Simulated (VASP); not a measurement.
La, 1 atom in the cell. It takes space group Im-3m (No. 229, cubic). Conventional cell: a = 4.248 Å, b = 4.248 Å, c = 4.248 Å, α = 90.00°, β = 90.00°, γ = 90.00°. La (site symmetry m-3m) has 14 La at 3.68 to 4.25 Å within 4.8 Å. 

- Program: VASP 6.6.1
- Task: single point
- Functional: LDA
- Potentials or basis: VASP PAW LDA potentials, release 64 (La)
- Cutoff: 520 eV
- k mesh: 9 × 9 × 9
- Occupations: gaussian, width 0.1 eV
- Spin: no spin polarisation
- Dipole correction: no
- Further INCAR settings: ALGO = Normal; EDIFF = 1e-07; NBANDS = 12

Potentials or basis: VASP PAW LDA potentials, release 64 (La).

Command:

```console
$ cat potpaw_LDA.64/La/POTCAR > POTCAR
$ mpirun -np 1 vasp_std > vasp.out
```

Hardware: 1 thread of Intel Xeon 6975P-C, with other jobs on the host.

**Question.** Estimate the wall time of this run.

**Answer.** It took 13 s on 1 thread of Intel Xeon 6975P-C, on a shared host, peak memory 0.16 GiB. Counts: scf iterations 11, k points 35.
